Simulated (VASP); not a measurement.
The system is HgTe.

```xyz
2
Lattice="-3.0456 3.0456 1.5594 3.0456 -3.0456 1.5594 3.0456 3.0456 -1.5594" Properties=species:S:1:pos:R:3 pbc="T T T"
Hg    0.0000    3.0456    0.7797
Te    0.0000    0.0000    0.0000
```

* Program: VASP 6.6.1
* Task: relaxation of cell and atoms
* Functional: r2SCAN
* Potentials or basis: VASP PAW PBE potentials, release 64 (Hg, Te)
* Cutoff: 600 eV
* k mesh: 10 × 10 × 10
* Occupations: fermi-dirac, width 0.05 eV
* Spin: no spin polarisation

At the start: pressure -0.9 GPa; volume 28.93 Å³/atom.

Task: Where does the relaxation end?

Result: Over 8 steps the energy falls by 31.7 meV/atom and the volume is 28.07 Å³/atom (-3.0 %); space group I-4m2 (No. 119, to 0.05 Å).

The path:
```
step  energy change (eV)  largest force (eV/Å)  pressure (GPa)  volume (Å³)
   1              0.0000                0.0000           -0.95        57.86
   2             -0.0475                0.0000           -0.17        56.41
   3             -0.0605                0.0000            0.63        55.43
   4             -0.0607                0.0000            0.81        55.27
   5             -0.0631                0.0000           -0.17        56.35
   6             -0.0634                0.0000            0.05        56.08
   7             -0.0634                0.0000            0.04        56.10
   8             -0.0634                0.0000           -0.01        56.15
```

Final structure:
```cif
data_structure
_symmetry_space_group_name_H-M 'P 1'
_symmetry_Int_Tables_number 1
_cell_length_a 4.4591
_cell_length_b 4.4591
_cell_length_c 4.4591
_cell_angle_alpha 97.675
_cell_angle_beta 97.675
_cell_angle_gamma 137.130
_cell_volume 56.15
loop_
_atom_site_label
_atom_site_type_symbol
_atom_site_fract_x
_atom_site_fract_y
_atom_site_fract_z
_atom_site_occupancy
Hg1 Hg 0.75000 0.25000 0.50000 1
Te1 Te 0.00000 0.00000 0.00000 1
```

Caveat: the PAW data sets were made with another functional, which shifts forces and pressure a little.
